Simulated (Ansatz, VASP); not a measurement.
# One calculation of InPd, two programs

The input INCAR:

```
PREC     = Accurate       # precision mode
ENCUT    = 520            # plane-wave cutoff, eV
EDIFF    = 1E-6           # SCF threshold, eV
ISMEAR   = 0              # smearing method
SIGMA    = 0.15           # smearing width, eV
LREAL    = F              # projectors in reciprocal space
LASPH    = T              # aspherical terms in the spheres
NELM     = 80             # most SCF steps
ALGO     = Fast           # electronic algorithm
ISIF     = 2              # what is computed and relaxed
LWAVE    = F              # write WAVECAR
LCHARG   = F              # write CHGCAR
GGA      = PE             # functional
NBANDS   = 18             # bands
```

KPOINTS

```
regular mesh
0
Gamma
  14 14 14
```

The input POSCAR:

```
InPd
1.0
    3.3437699169      0.0000000000      0.0000000000
    0.0000000000      3.3437699169      0.0000000000
    0.0000000000      0.0000000000      3.2282509542
In Pd
1 1
Direct
   -0.0161521247      0.0000000000      0.0000000000
    0.5174267493      0.5000000000      0.5000000000
```

Input for Ansatz:

```yaml
crystal:
  lattice:
    - [3.3437699169, 0.0, 0.0]
    - [0.0, 3.3437699169, 0.0]
    - [0.0, 0.0, 3.2282509542]
  atoms:
    - { symbol: In, position: [-0.0161521247, 0.0, 0.0] }
    - { symbol: Pd, position: [0.5174267493, 0.5, 0.5] }
basis:
  ecutwfc: 420
kpoints:
  mp_grid: { grid: [14, 14, 14] }
hamiltonian:
  xc: pbe
scf:
  occupations: { method: gaussian, width: 0.15 }
output:
  forces: true
  stress: true
  eigenvalues: true
```

Change from the starting cell: mode 4 frozen in at -0.058 Å, strain +e along z and -e/2 along x and y -0.0233.

Alike in both runs: task single point; functional PBE; k mesh 14 × 14 × 14; occupations gaussian, width 0.15 eV; no spin polarisation.

```csv
,VASP,Ansatz
version,VASP 6.6.1,Ansatz 0.2.0
potentials or method,"VASP PAW PBE potentials, release 64 (In_d, Pd), cutoff 520 eV","scalar-relativistic, plane waves, PAW"
valence electrons in the cell,23,31
```

|  | VASP | Ansatz | Ansatz less VASP |
| --- | --- | --- | --- |
| gap on the k mesh at the Fermi level (eV) | none | none | - |
| pressure (GPa) | 0.6 | 0.6 | -0.01 |
| traceless stress, the component that is largest in VASP (GPa) | 0.90 | 0.90 | +0.001 |
| rms of the force components (eV/Å) | 0.236 | 0.233 | -0.0036 |

Atom by atom the forces differ by 0.004 eV/Å (rms over components). A gap of «none» marks a metal or a gap that the smearing closes. VASP's potentials hold 23 valence electrons a cell and Ansatz's 31, so a difference there can come from the potentials and not from the codes.
